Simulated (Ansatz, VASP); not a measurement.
# K3Te2 in VASP and in Ansatz

```
CELL_PARAMETERS angstrom
3.84279 2.21864 6.99446
-3.84279 2.21864 6.99446
0.00000 -4.43727 6.99446
ATOMIC_POSITIONS crystal
K 0.05625 0.44375 0.75000
K 0.75000 0.05625 0.44375
K 0.44375 0.75000 0.05625
K 0.94375 0.55625 0.25000
K 0.25000 0.94375 0.55625
K 0.55625 0.25000 0.94375
Te 0.85218 0.85218 0.85218
Te 0.64782 0.64782 0.64782
Te 0.14782 0.14782 0.14782
Te 0.35218 0.35218 0.35218
```

Alike in both runs: task single point; functional PBE; k mesh 3 × 3 × 3; occupations gaussian, width 0.1 eV; no spin polarisation.

|  | VASP | Ansatz |
| --- | --- | --- |
| version | VASP 6.6.1 | Ansatz 0.2.0 |
| potentials or method | VASP PAW PBE potentials, release 64 (K_sv, Te), cutoff 500 eV | scalar-relativistic, plane waves, PAW |
| valence electrons in the cell | 78 | 118 |

Ansatz gave:

- gap on the k mesh at the Fermi level (eV): none
- pressure (GPa): 9.7
- traceless stress, the component that is largest in VASP (GPa): -0.85
- rms of the force components (eV/Å): 0.169

**Question.** Estimate VASP's values.

**Answer.** gap on the k mesh at the Fermi level (eV): none; pressure (GPa): 9.8; traceless stress, the component that is largest in VASP (GPa): -0.86; rms of the force components (eV/Å): 0.169.

Atom by atom the forces differ by 0.000 eV/Å (rms over components). A gap of «none» marks a metal or a gap that the smearing closes. The functional is the same, so the differences come from potentials, cutoffs and numerics. VASP's potentials hold 78 valence electrons a cell and Ansatz's 118, so a difference there can come from the potentials and not from the codes.

Neither program's run includes spin-orbit coupling.
